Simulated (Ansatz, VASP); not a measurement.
# Two plane-wave programs on AlAs

```xyz
2
Lattice="0.0000 2.8633 2.8633 2.8633 0.0000 2.8633 2.8633 2.8633 0.0000" Properties=species:S:1:pos:R:3 pbc="T T T"
Al    4.2950    4.2950    4.2950
As    0.0000    0.0000    0.0000
```

Alike in both runs: task single point; functional PBE; k mesh 8 × 8 × 8; occupations gaussian, width 0.02 eV; no spin polarisation.

```csv
,VASP,Ansatz
version,VASP 6.6.1,Ansatz 0.2.0
potentials or method,"VASP PAW PBE potentials, release 64 (Al, As), cutoff 500 eV","scalar-relativistic, plane waves, PAW"
valence electrons in the cell,8,18
```

VASP gave:

| Quantity | Value |
| --- | --- |
| gap on the k mesh at the Fermi level (eV) | 1.49 |
| least direct gap on the mesh (eV) | 1.79 |
| pressure (GPa) | 0.2 |

Question: What did Ansatz give for the same quantities?

Answer: gap on the k mesh at the Fermi level (eV): 1.50; least direct gap on the mesh (eV): 1.78; pressure (GPa): 0.1.

With one functional, cell and mesh, what is left measures potentials, basis and numerics. VASP's potentials hold 8 valence electrons a cell and Ansatz's 18, so a difference there can come from the potentials and not from the codes.
